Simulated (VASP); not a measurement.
Set up this calculation in VASP 6.6.1, as the native input.

```yaml
Task: single point
Functional: PBE
Potentials_or_basis: VASP PAW PBE potentials, release 64 (Li_sv, Be)
Cutoff: 520 eV
k_mesh: 6 × 6 × 4
Occupations: gaussian, width 0.1 eV
Spin: no spin polarisation
Dipole_correction: no
Further_INCAR_settings: ALGO = Fast; EDIFF = 1e-07; NBANDS = 13
```

The structure of LiBe lies in POSCAR:

```
LiBe
1.0
    4.1598219425      0.0000000000      0.0000000000
   -2.0799109712      3.6025114774      0.0000000000
    0.0000000000      0.0000000000      4.7172578730
Li Be
2 2
Direct
    0.3333333333      0.6666666667     -0.0589986587
    0.6666666667      0.3333333333      0.4410013413
    0.3333333333      0.6666666667      0.4410986587
    0.6666666667      0.3333333333      0.9410986587
```

These files were run (other wordings do the same):

INCAR

```
  ALGO = Fast
  EDIFF = 1E-7
  ENCUT = 520
  GGA = PE
  ISIF = 2
  ISMEAR = 0
  LASPH = T
  LCHARG = F
  LREAL = F
  LWAVE = F
  NBANDS = 13
  NELM = 80
  PREC = Accurate
  SIGMA = 0.1
```

KPOINTS

```
k-points
0
Gamma
  6 6 4
```

Potentials or basis: VASP PAW PBE potentials, release 64 (Li_sv, Be).

Launch:

```sh
$ cat potpaw_PBE.64/Li_sv/POTCAR potpaw_PBE.64/Be/POTCAR > POTCAR
$ mpirun -np 1 vasp_std > vasp.out
```

It gave:

```yaml
Band_gap_on_the_k_mesh: zero (bands 5 and 6 overlap by 3.96 eV)
```

Run time: 26 s on 1 thread of Intel(R) Xeon(R) Platinum 8488C (Sapphire Rapids), with other jobs on the host, peak memory 0.17 GiB.
